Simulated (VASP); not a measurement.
Here is a VASP 6.6.1 calculation.

INCAR

```
  PREC = Accurate
  ENCUT = 520
  EDIFF = 1E-7
  ISMEAR = 0
  SIGMA = 0.1
  LREAL = F
  LASPH = T
  NELM = 100
  ALGO = Normal
  ISIF = 2
  LWAVE = F
  LCHARG = F
  GGA = PE
  NBANDS = 56
```

KPOINTS

```
regular mesh
0
Gamma
  4 4 4
```

POSCAR

```
Ge5I3
1.0
    6.0868230333      0.0000000000      0.0000000000
    0.0000000000      6.0868230333      0.0000000000
    0.0000000000      0.0000000000      6.0868230333
Ge I
5 3
Direct
    0.0000000000      0.5000000000      0.5000000000
    0.5000000000      0.0000000000      0.5000000000
    0.5000000000      0.5000000000      0.0000000000
    0.0000000000      0.0000000000      0.0000000000
    0.5000000000      0.5000000000      0.5000000000
    0.5000000000      0.0000000000      0.0000000000
    0.0000000000      0.5000000000      0.0000000000
    0.0000000000      0.0000000000      0.5000000000
```

Potentials or basis: VASP PAW PBE potentials, release 64 (Ge_d, I).

Run with:

```console
$ cat potpaw_PBE.64/Ge_d/POTCAR potpaw_PBE.64/I/POTCAR > POTCAR
$ mpirun -np 1 vasp_std > vasp.out
```

(1) Predict the pressure.

Answers

(1) 0.1 GPa.

Caveat: an odd number of electrons without spin polarisation forces a metal; a magnetic or distorted state may lie lower.
